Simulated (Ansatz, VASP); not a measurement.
## Zr: VASP beside Ansatz

Contents of INCAR:

```
SYSTEM = Zr
PREC = Accurate
ENCUT = 520
EDIFF = 1E-8
ISMEAR = -1
SIGMA = 0.03
LREAL = .FALSE.
LASPH = .TRUE.
NELM = 60
ALGO = Normal
ISIF = 2
LWAVE = .FALSE.
LCHARG = .FALSE.
GGA = PE
LEFG = .TRUE.
NBANDS = 12
```

File KPOINTS:

```
Automatic mesh
0
G
  16 16 16
  0 0 0
```

POSCAR

```
Zr
1.0
   -1.7947891968      1.7947891968      1.7947891968
    1.7947891968     -1.7947891968      1.7947891968
    1.7947891968      1.7947891968     -1.7947891968
Zr
1
Direct
    0.0000000000      0.0000000000      0.0000000000
```

Input for Ansatz:

```yaml
crystal:
  lattice:
    - [-1.7947891968, 1.7947891968, 1.7947891968]
    - [1.7947891968, -1.7947891968, 1.7947891968]
    - [1.7947891968, 1.7947891968, -1.7947891968]
  atoms:
    - { symbol: Zr, position: [0.0, 0.0, 0.0] }
kpoints:
  mp_grid: { grid: [16, 16, 16] }
scf:
  occupations: { method: fermi_dirac, width: 0.03 }
hamiltonian:
  xc: pbe
  pseudopotentials: { kind: paw }
output:
  forces: true
  stress: true
  eigenvalues: true
  efg: { contact_densities: true }
```

Change from the starting cell: volume scaled by 0.975, PAW files.

Alike in both runs: task electric field gradients; functional PBE; k mesh 16 × 16 × 16; occupations fermi-dirac, width 0.03 eV; no spin polarisation.

```csv
,VASP,Ansatz
version,VASP 6.6.1,Ansatz 0.2.0
potentials or method,"VASP PAW PBE potentials, release 64 (Zr_sv)","PAW with Ansatz's default frozen-core files, scalar-relativistic"
plane-wave cutoff (eV),520,420
valence electrons in the cell,12,12
```

```csv
,VASP,Ansatz,Ansatz less VASP
pressure (GPa),-1.1,-1.1,-0.03
```
